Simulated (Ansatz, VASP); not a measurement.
**Al2Cu: VASP beside Ansatz**

```
Al Cu
1.0
     3.82325    0.03016    0.00168
     0.03016    4.13919   -0.03383
     0.00117   -0.02358    2.78013
Al Cu
2 1
Direct
  0.49326 0.99892 0.47167
  0.02052 0.50149 0.52061
  0.98622 0.99960 0.00772
```

Change from the starting cell: all atoms moved at random, sigma 0.05 Å a component, cell strained at random, sigma 0.06.

Alike in both runs: task single point; functional PBEsol; k mesh 8 × 8 × 12; occupations gaussian, width 0.15 eV; no spin polarisation.

|  | VASP | Ansatz |
| --- | --- | --- |
| version | VASP 6.6.1 | Ansatz 0.2.0 |
| potentials or method | VASP PAW PBE potentials, release 64 (Al, Cu), cutoff 520 eV | scalar-relativistic, plane waves, PAW |
| valence electrons in the cell | 17 | 25 |

|  | VASP | Ansatz | Ansatz less VASP |
| --- | --- | --- | --- |
| gap on the k mesh at the Fermi level (eV) | none | none | - |
| pressure (GPa) | 10.5 | 10.2 | -0.27 |
| traceless stress, the component that is largest in VASP (GPa) | 9.36 | 9.40 | +0.047 |
| rms of the force components (eV/Å) | 0.292 | 0.292 | +0.0001 |

VASP's potentials were made for PBE, not for PBEsol. Atom by atom the forces differ by 0.001 eV/Å (rms over components). A gap of «none» marks a metal or a gap that the smearing closes. The functional is the same, so the differences come from potentials, cutoffs and numerics. VASP's potentials hold 17 valence electrons a cell and Ansatz's 25, so a difference there can come from the potentials and not from the codes.
